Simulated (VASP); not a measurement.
Write the native input for VASP 6.6.1 that does the following.

| Property | Result |
| --- | --- |
| Task | single point |
| Functional | PBE |
| Potentials or basis | VASP PAW PBE potentials, release 64 (Ba_sv, F) |
| Cutoff | 600 eV |
| k mesh | 4 × 4 × 4 |
| Occupations | gaussian, width 0.1 eV |
| Spin | no spin polarisation |
| Dipole correction | no |
| Further INCAR settings | ALGO = Normal; EDIFF = 1e-06; NBANDS = 19 |

The structure of BaF2 lies in POSCAR:

```
BaF2
1.0
    0.0000000000      3.1128654085      3.1128654085
    3.1128654085      0.0000000000      3.1128654085
    3.1128654085      3.1128654085      0.0000000000
Ba F
1 2
Direct
    0.0000000000      0.0000000000      0.0000000000
    0.2500000000      0.2500000000      0.2500000000
    0.7500000000      0.7500000000      0.7500000000
```

The input as run:

INCAR

```
ALGO = Normal ; EDIFF = 1E-6
ENCUT = 600 ; GGA = PE
GGA_COMPAT = False ; ISIF = 2
ISMEAR = 0 ; LASPH = True
LCHARG = False ; LREAL = False
LWAVE = False ; NBANDS = 19
NELM = 120 ; PREC = Accurate
SIGMA = 0.1
```

KPOINTS

```
k-points
0
Gamma
  4 4 4
```

Potentials or basis: VASP PAW PBE potentials, release 64 (Ba_sv, F).

Command:

```bash
$ cat potpaw_PBE.64/Ba_sv/POTCAR potpaw_PBE.64/F/POTCAR > POTCAR
$ mpirun -np 1 vasp_std > vasp.out
```

It gave:

The pressure is 1.5 GPa and the band gap on the k mesh is 6.71 eV, indirect (least direct gap 6.78 eV).

Caveat: the k points lie up to 0.44 Å⁻¹ apart; spin-orbit coupling is left out, which moves the levels of the heavy elements.

Wall time 27 s on 1 thread of AMD EPYC 7R13 Processor (Zen 3) (shared host), peak memory 0.17 GiB.
